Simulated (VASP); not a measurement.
Runs of VASP 6.6.1 on MgSe. The structure is that of space group Fm-3m (No. 225), or close to it. The cells are those of the table. 

```csv
task,cell,k mesh,cutoff (eV),gap on the mesh (eV),pressure (GPa)
single point,"a = 3.854, b = 3.854, c = 3.874 Å, angles 59.8, 59.8, 59.7°, 2 atoms",8 × 8 × 8,600,1.75,1.9
electric field gradients,"a = 3.840, b = 3.840, c = 3.884 Å, angles 59.6, 59.6, 60.7°, 2 atoms",8 × 8 × 8,520,(a),(b)
single point,"a = 3.854 Å, angles 60.0°, 2 atoms",6 × 6 × 6,600,1.80,1.9
electric field gradients,"a = 3.854 Å, angles 60.0°, 2 atoms",4 × 4 × 4,520,1.77,2.3
single point,"a = 3.854 Å, angles 60.0°, 2 atoms",11 × 11 × 11,600,1.89,1.9
```

Alike in all rows: level PBE; potentials or basis VASP PAW PBE potentials, release 64 (Mg, Se); no spin polarisation; smearing fermi-dirac 0.02 eV.

Question: Estimate the missing entries.

Answer: (a) 1.70; (b) 2.0.

Caveats: some runs use coarse meshes.

A k mesh can miss the band edges, and the runs leave out spin-orbit coupling on Se.
